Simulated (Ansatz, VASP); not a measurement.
## Two plane-wave programs on HgTe

```
Hg Te
1.0
     2.95349   -3.39214    0.00000
     2.95349    3.39214    0.00000
     0.00000    0.00000    5.85469
Hg Te
2 2
Cartesian
  2.9535 1.1972 4.3910
  2.9535 -1.1972 1.4637
  2.9535 -1.8321 4.3910
  2.9535 1.8321 1.4637
```

Alike in both runs: functional r2SCAN; k mesh 10 × 10 × 8; occupations gaussian, width 0.1 eV; no spin polarisation.

Ansatz relaxed the structure, and its values are those at the end. VASP's run is a single point on that final structure, the one shown.

|  | VASP | Ansatz |
| --- | --- | --- |
| version | VASP 6.6.1 | Ansatz 0.2.0 |
| potentials or method | VASP PAW PBE potentials, release 64 (Hg, Te), cutoff 520 eV | scalar-relativistic, plane waves, PAW |
| valence electrons in the cell | 36 | 72 |

Ansatz gave:

- gap on the k mesh at the Fermi level (eV): none
- pressure (GPa): 0.0
- rms of the force components (eV/Å): 0.000

Problem. Estimate VASP's values.

Solution. gap on the k mesh at the Fermi level (eV): none; pressure (GPa): 0.1; rms of the force components (eV/Å): 0.005.

VASP's potentials were made for PBE, not for r2SCAN. A gap of «none» marks a metal or a gap that the smearing closes. The functional is the same, so the differences come from potentials, cutoffs and numerics. VASP's potentials hold 36 valence electrons a cell and Ansatz's 72, so a difference there can come from the potentials and not from the codes.

Neither program's run includes spin-orbit coupling.
